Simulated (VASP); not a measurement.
The system is Zn.

```
Zn
1.0
     2.61436    0.00000    0.00000
    -1.30718    2.26410    0.00000
     0.00000    0.00000    4.87316
Zn
2
Direct
  0.33333 0.66667 0.25000
  0.66667 0.33333 0.75000
```

| Item | Value |
| --- | --- |
| Program | VASP 6.6.1 |
| Task | relaxation of cell and atoms |
| Functional | PBE |
| Potentials or basis | VASP PAW PBE potentials, release 64 (Zn) |
| Cutoff | 600 eV |
| k mesh | 18 × 18 × 10 |
| Occupations | gaussian, width 0.1 eV |
| Spin | no spin polarisation |

At the start: pressure 4.8 GPa; volume 14.42 Å³/atom.

Problem. Where does the relaxation end?

Solution. Over 9 steps the energy falls by 13.0 meV/atom and the volume is 15.30 Å³/atom (+6.1 %); space group P6_3/mmc (No. 194, to 0.05 Å).

The path:
| step | energy change (eV) | largest force (eV/Å) | pressure (GPa) | volume (Å³) |
| --- | --- | --- | --- | --- |
| 1 | 0.0000 | 0.0000 | 4.75 | 28.85 |
| 2 | -0.0211 | 0.0000 | -0.50 | 30.67 |
| 3 | -0.0214 | 0.0000 | -0.20 | 30.45 |
| 4 | -0.0214 | 0.0000 | -0.12 | 30.42 |
| 5 | -0.0240 | 0.0000 | 0.13 | 30.48 |
| 6 | -0.0260 | 0.0000 | 0.32 | 30.58 |
| 7 | -0.0261 | 0.0000 | 0.33 | 30.61 |
| 8 | -0.0261 | 0.0000 | 0.18 | 30.60 |
| 9 | -0.0261 | 0.0000 | 0.01 | 30.59 |

Final structure:
```
Zn
1.0
     2.63759    0.00000    0.00000
    -1.31879    2.28422    0.00000
     0.00000    0.00000    5.07769
Zn
2
Direct
  0.33333 0.66667 0.25000
  0.66667 0.33333 0.75000
```
